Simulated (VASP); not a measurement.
Write the native input for VASP 6.6.1 that does the following.

| Quantity | Value |
| --- | --- |
| Task | single point |
| Functional | PBE |
| Potentials or basis | VASP PAW PBE potentials, release 64 (K_sv, Pt, O) |
| Cutoff | 520 eV |
| k mesh | 6 × 6 × 4 |
| Occupations | gaussian, width 0.1 eV |
| Spin | no spin polarisation |
| Dipole correction | no |
| Further INCAR settings | ALGO = Normal; EDIFF = 1e-06; NBANDS = 28 |

The structure of K2PtO2 lies in POSCAR:

```
K2PtO2
1.0
    3.6181969653      0.0000000000      0.0000000000
   -1.8090984826      3.1334504879      0.0000000000
    0.0000000000      0.0000000000      9.3600373045
K Pt O
2 1 2
Direct
    0.3333333333      0.6666666667      0.7370226261
    0.6666666667      0.3333333333      0.2629773739
    0.0000000000      0.0000000000      0.0000000000
    0.3333333333      0.6666666667      0.0847872137
    0.6666666667      0.3333333333      0.9152127863
```

The input as run:

INCAR

```
SYSTEM = K2PtO2
PREC = Accurate
ENCUT = 520
EDIFF = 1E-6
ISMEAR = 0
SIGMA = 0.1
LREAL = .False.
LASPH = .True.
NELM = 60
ALGO = Normal
ISIF = 2
LWAVE = .False.
LCHARG = .False.
GGA = PE
NBANDS = 28
```

KPOINTS

```
Automatic mesh
0
Gamma
  6 6 4
  0 0 0
```

Potentials or basis: VASP PAW PBE potentials, release 64 (K_sv, Pt, O).

The run is started by

```bash
$ cat potpaw_PBE.64/K_sv/POTCAR potpaw_PBE.64/Pt/POTCAR potpaw_PBE.64/O/POTCAR > POTCAR
$ mpirun -np 1 vasp_std > vasp.out
```

It gave:

The pressure is 0.1 GPa and the largest force is 0.023 eV/Å. The band gap on the k mesh is zero (filled and empty bands touch).

Caveat: spin-orbit coupling is left out, which moves the levels of the heavy elements.

Wall time 35 s on 1 thread of AMD EPYC 9R45 96-Core Processor (Zen 5) (shared host), peak memory 0.23 GiB.
